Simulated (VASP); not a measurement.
# GaS (P6_3/mmc) in VASP: single point with PBE

Aim: the single point of GaS with PBE.

All numbers are computed with VASP 6.6.1; they aren't measurements. Logs are shortened: lines on timing, memory, paths and dates and some standing lists are left out, and cuts for length are marked.

## 1. The cell of the first run

The structure is hexagonal, space group P6_3/mmc (No. 194). Conventional cell: a = 3.580 Å, b = 3.580 Å, c = 15.563 Å, α = 90.00°, β = 90.00°, γ = 120.00°. Ga (site symmetry 3m) has 3 S at 2.33 Å and 1 Ga at 2.44 Å within 3.1 Å. Within 3.1 Å of S (site symmetry 3m) lie 3 Ga at 2.33 Å.

## 2. Single point, PBE, non-collinear spin, zero start, spin-orbit coupling

The input, INCAR:

```
SYSTEM = GaS
ALGO     = Normal         ! electronic algorithm
EDIFF    = 1E-6           ! SCF threshold, eV
ENCUT    = 500            ! plane-wave cutoff, eV
GGA      = PE             ! functional
GGA_COMPAT= .False.      
ISIF     = 2              ! what is computed and relaxed
ISMEAR   = 0              ! smearing method
KPAR     = 4            
LASPH    = .True.         ! aspherical terms in the spheres
LCHARG   = .False.        ! write CHGCAR
LORBIT   = 11             ! projections on sites
LORBMOM  = .True.       
LREAL    = .False.        ! projectors in reciprocal space
LSORBIT  = .True.         ! spin-orbit coupling
LWAVE    = .False.        ! write WAVECAR
MAGMOM   = 0 0 0 0 0 0 0 0 0 0 0 0 0 0 0 0 0 0 0 0 0 0 0 0 ! initial moments
NBANDS   = 94             ! bands
NELM     = 200            ! most SCF steps
PREC     = Accurate       ! precision mode
SIGMA    = 0.01           ! smearing width, eV
```

The input, KPOINTS:

```
k-points
0
Gamma
  12 12 2
  0 0 0
```

The input, POSCAR:

```
GaS
1.0
    3.5795059867      0.0000000000      0.0000000000
   -1.7897529933      3.0999431175      0.0000000000
    0.0000000000      0.0000000000     15.5631239447
Ga S
4 4
Direct
    0.3333333333      0.6666666667      0.1716952300
    0.6666666667      0.3333333333      0.6716952300
    0.3333333333      0.6666666667      0.3283047700
    0.6666666667      0.3333333333      0.8283047700
    0.3333333333      0.6666666667      0.6028569187
    0.6666666667      0.3333333333      0.1028569187
    0.3333333333      0.6666666667      0.8971430813
    0.6666666667      0.3333333333      0.3971430813
```

Potentials or basis: VASP PAW PBE potentials, release 64 (Ga_d, S).

On the command line:

```bash
$ cat potpaw_PBE.64/Ga_d/POTCAR potpaw_PBE.64/S/POTCAR > POTCAR
$ mpirun -np 4 vasp_ncl > vasp.out
```

OUTCAR:

```text
SYSTEM = GaS
   EDIFF = 1E-6
   ENCUT = 500
   GGA = PE
   ISIF = 2
   ISMEAR = 0
   LASPH = .True.
   LORBIT = 11
   LREAL = .False.
   LSORBIT = .True.
   NELM = 200
   PREC = Accurate

 ion  position               nearest neighbor table
   1  0.333  0.667  0.172-   6 2.33   6 2.33   6 2.33   3 2.44
   2  0.667  0.333  0.672-   5 2.33   5 2.33   5 2.33   4 2.44
   3  0.333  0.667  0.328-   8 2.33   8 2.33   8 2.33   1 2.44
   4  0.667  0.333  0.828-   7 2.33   7 2.33   7 2.33   2 2.44
   5  0.333  0.667  0.603-   2 2.33   2 2.33   2 2.33
   6  0.667  0.333  0.103-   1 2.33   1 2.33   1 2.33
   7  0.333  0.667  0.897-   4 2.33   4 2.33   4 2.33
   8  0.667  0.333  0.397-   3 2.33   3 2.33   3 2.33

  LATTYP: Found a hexagonal cell.
 ALAT       =     3.5795059867
 C/A-ratio  =     4.3478412950

  Lattice vectors:

 A1 = (   3.5795059867,   0.0000000000,   0.0000000000)
 A2 = (  -1.7897529933,   3.0999431175,   0.0000000000)
 A3 = (   0.0000000000,   0.0000000000,  15.5631239447)

Analysis of symmetry for initial positions (statically):
=====================================================================
 Subroutine PRICEL returns:
 Original cell was already a primitive cell.

 Routine SETGRP: Setting up the symmetry group for a
 hexagonal supercell.

 Subroutine GETGRP returns: Found 24 space group operations
 (whereof 12 operations were pure point group operations)
 out of a pool of 24 trial point group operations.

The static configuration has the point symmetry D_3d.
 The point group associated with its full space group is D_6h.

Analysis of symmetry for dynamics (positions and initial velocities):
=====================================================================
 Subroutine PRICEL returns:
 Original cell was already a primitive cell.

 Routine SETGRP: Setting up the symmetry group for a
 hexagonal supercell.

 Subroutine GETGRP returns: Found 24 space group operations
 (whereof 12 operations were pure point group operations)
 out of a pool of 24 trial point group operations.

The dynamic configuration has the point symmetry D_3d.
 The point group associated with its full space group is D_6h.

Analysis of structural, dynamic, and magnetic symmetry:
=====================================================================
 Subroutine PRICEL returns:
 Original cell was already a primitive cell.

 Routine SETGRP: Setting up the symmetry group for a
 hexagonal supercell.

 Subroutine GETGRP returns: Found 24 space group operations
 (whereof 12 operations were pure point group operations)
[... 2420 lines left out ...]
 ----------------------------------------
  1         0.000   0.000   0.000
  2        -0.000  -0.000  -0.000
  3        -0.000  -0.000  -0.000
  4         0.000   0.000   0.000
  5        -0.000   0.000  -0.000
  6         0.000   0.000   0.000
  7        -0.000   0.000  -0.000
  8         0.000   0.000   0.000
 ----------------------------------------
            0.000  -0.000   0.000

 orbital moment (z)

 # of ion     p       d       tot
 ----------------------------------------
  1         0.000   0.000   0.000
  2         0.000   0.000   0.000
  3         0.000   0.000   0.000
  4         0.000   0.000   0.000
  5         0.000   0.000   0.000
  6         0.000   0.000   0.000
  7         0.000   0.000   0.000
  8         0.000   0.000   0.000
 ----------------------------------------
            0.000   0.000   0.000

 Spin-Orbit-Coupling matrix elements

 Ion:    1  E_soc:     -0.0111715
 l=   1
     0.0000000    -0.0010732    -0.0009227
    -0.0010732     0.0000000    -0.0010732
    -0.0009227    -0.0010732     0.0000000
 l=   2
     0.0000000    -0.0001665     0.0000000    -0.0001665    -0.0006693
    -0.0001665     0.0000000    -0.0005087    -0.0001639    -0.0001665
     0.0000000    -0.0005087     0.0000000    -0.0005087     0.0000000
    -0.0001665    -0.0001639    -0.0005087     0.0000000    -0.0001665
    -0.0006693    -0.0001665     0.0000000    -0.0001665     0.0000000
 l=   3
     0.0000000     0.0000000     0.0000000     0.0000000     0.0000000     0.0000000     0.0000000
     0.0000000     0.0000000     0.0000000     0.0000000     0.0000000     0.0000000     0.0000000
     0.0000000     0.0000000     0.0000000     0.0000000     0.0000000     0.0000000     0.0000000
     0.0000000     0.0000000     0.0000000     0.0000000     0.0000000     0.0000000     0.0000000
[... 129 lines left out ...]
 l=   2
     0.0000000     0.0000000     0.0000000     0.0000000     0.0000000
     0.0000000     0.0000000     0.0000000     0.0000000     0.0000000
     0.0000000     0.0000000     0.0000000     0.0000000     0.0000000
     0.0000000     0.0000000     0.0000000     0.0000000     0.0000000
     0.0000000     0.0000000     0.0000000     0.0000000     0.0000000
 l=   3
     0.0000000     0.0000000     0.0000000     0.0000000     0.0000000     0.0000000     0.0000000
     0.0000000     0.0000000     0.0000000     0.0000000     0.0000000     0.0000000     0.0000000
     0.0000000     0.0000000     0.0000000     0.0000000     0.0000000     0.0000000     0.0000000
     0.0000000     0.0000000     0.0000000     0.0000000     0.0000000     0.0000000     0.0000000
     0.0000000     0.0000000     0.0000000     0.0000000     0.0000000     0.0000000     0.0000000
     0.0000000     0.0000000     0.0000000     0.0000000     0.0000000     0.0000000     0.0000000
     0.0000000     0.0000000     0.0000000     0.0000000     0.0000000     0.0000000     0.0000000

 total charge

# of ion       s       p       d       tot
------------------------------------------
    1        0.876   0.782  10.019  11.677
    2        0.876   0.782  10.019  11.677
    3        0.876   0.782  10.019  11.677
    4        0.876   0.782  10.019  11.677
    5        1.347   2.387   0.000   3.734
    6        1.347   2.387   0.000   3.734
    7        1.347   2.387   0.000   3.734
    8        1.347   2.387   0.000   3.734
--------------------------------------------------
tot          8.891  12.676  40.075  61.642

 magnetization (x)

# of ion       s       p       d       tot
------------------------------------------
    1        0.000  -0.000  -0.000  -0.000
    2       -0.000   0.000   0.000   0.000
    3       -0.000   0.000   0.000   0.000
    4        0.000  -0.000   0.000  -0.000
    5        0.000   0.000   0.000   0.000
    6       -0.000   0.000   0.000   0.000
    7        0.000   0.000   0.000   0.000
    8        0.000  -0.000   0.000  -0.000
--------------------------------------------------
tot          0.000   0.000   0.000   0.000

 magnetization (y)

# of ion       s       p       d       tot
------------------------------------------
    1        0.000   0.000  -0.000   0.000
    2        0.000   0.000   0.000   0.000
    3        0.000   0.000   0.000   0.000
    4        0.000   0.000  -0.000   0.000
    5        0.000   0.000   0.000   0.000
    6        0.000   0.000   0.000   0.000
    7       -0.000   0.000   0.000  -0.000
    8        0.000   0.000   0.000   0.000
--------------------------------------------------
tot          0.000   0.000  -0.000   0.000

 magnetization (z)

# of ion       s       p       d       tot
------------------------------------------
    1        0.000   0.000   0.000   0.000
    2        0.000   0.000   0.000   0.000
    3        0.000   0.000   0.000   0.000
    4        0.000   0.000   0.000   0.000
    5        0.000   0.000   0.000   0.000
    6        0.000   0.000   0.000   0.000
    7        0.000   0.000   0.000   0.000
    8        0.000   0.000   0.000   0.000
--------------------------------------------------
tot          0.000   0.000   0.000   0.000
```

stdout:

```text
POSCAR found type information on POSCAR GaS
 POSCAR found :  2 types and       8 ions
 scaLAPACK will be used
 LDA part: xc-table for (Slater+PW92), standard interpolation
 POSCAR, INCAR and KPOINTS ok, starting setup
 FFT: planning ... GRIDC
 FFT: planning ... GRID_SOFT
 FFT: planning ... GRID
 WAVECAR not read
 entering main loop
```

It took 5.1 min on 4 MPI ranks of Intel Xeon 6975P-C (Granite Rapids), shared host; peak memory 1.1 GiB.

Results:

* Free energy: -33.2333 eV
* Pressure: 3.1 GPa
* Largest force: 0.226 eV/Å
* Net moment: 0.00 μB per cell
* Valence electrons inside the program's atomic spheres: Ga 11.68; S 3.73

Forces on the atoms (eV/Å):
```
Ga   0.000  0.000  0.106
Ga   0.000  0.000  0.106
Ga   0.000  0.000 -0.106
Ga   0.000  0.000 -0.106
S    0.000  0.000 -0.226
S    0.000  0.000 -0.226
S    0.000  0.000  0.226
S    0.000  0.000  0.226
```

Stress tensor (GPa, compression positive):
```
3.09 0.00 0.00
0.00 3.09 0.00
0.00 0.00 3.25
```

Moments on the atoms (μB; x, y, z):
```
Ga  0.00 0.00 0.00
Ga  0.00 0.00 0.00
Ga  0.00 0.00 0.00
Ga  0.00 0.00 0.00
S   0.00 0.00 0.00
S   0.00 0.00 0.00
S   0.00 0.00 0.00
S   0.00 0.00 0.00
```

Caveat: the cell stands under pressure; this functional lacks dispersion, which binds layers or chains, so the pressure and a relaxed spacing across them are unreliable.
